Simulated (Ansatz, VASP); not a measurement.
**BaTiO3 in VASP and in Ansatz**

Contents of INCAR:

```
PREC = Accurate
ENCUT = 520
EDIFF = 1E-6
ISMEAR = 0
SIGMA = 0.01
LREAL = F
LASPH = T
NELM = 60
ALGO = Normal
ISIF = 2
LWAVE = F
LCHARG = F
GGA = PE
NBANDS = 28
```

Contents of KPOINTS:

```
regular mesh
0
Gamma
  6 6 6
```

The input POSCAR:

```
BaTiO3
1.0
    4.0524349834      0.0000000000      0.0000000000
    0.0000000000      4.0524349834      0.0000000000
    0.0000000000      0.0000000000      4.0708744845
Ba Ti O
1 1 3
Direct
    0.0000000000      0.0000000000      0.0000000000
    0.5000000000      0.5000000000      0.4900000000
    0.5000000000      0.5000000000      0.0190000000
    0.5000000000      0.0000000000      0.5170000000
    0.0000000000      0.5000000000      0.5170000000
```

Input for Ansatz:

```yaml
crystal:
  lattice:
    - [4.0524349833999445, 0.0, 0.0]
    - [0.0, 4.0524349833999445, 0.0]
    - [0.0, 0.0, 4.0708744845494715]
  atoms:
    - { symbol: Ba, position: [0.0, 0.0, 0.0] }
    - { symbol: Ti, position: [0.5, 0.5, 0.49] }
    - { symbol: O, position: [0.5, 0.5, 0.019] }
    - { symbol: O, position: [0.5, 0.0, 0.517] }
    - { symbol: O, position: [0.0, 0.5, 0.517] }
basis:
  ecutwfc: 500.0
kpoints:
  mp_grid:
    grid: [6, 6, 6]
hamiltonian:
  xc: pbe
scf:
  convergence:
    dr2_threshold: 1.0e-10
  occupations:
    method: fixed
output:
  stress: true
```

Alike in both runs: task single point; functional PBE; k mesh 6 × 6 × 6; no spin polarisation.

```csv
,VASP,Ansatz
version,VASP 6.6.1,Ansatz 0.2.0
potentials or method,"VASP PAW PBE potentials, release 64 (Ba_sv, Ti_sv, O), cutoff 520 eV","plane waves, PAW"
occupations,"gaussian, width 0.01 eV",fixed
valence electrons in the cell,40,40
```

Ansatz gave:

| Quantity | Value |
| --- | --- |
| pressure (GPa) | -3.8 |
| traceless stress, the component that is largest in VASP (GPa) | 0.49 |

Task: Estimate VASP's values.

Result: Pressure (GPa): -2.2; traceless stress, the component that is largest in VASP (GPa): 0.53.

Spin-orbit coupling is off throughout.
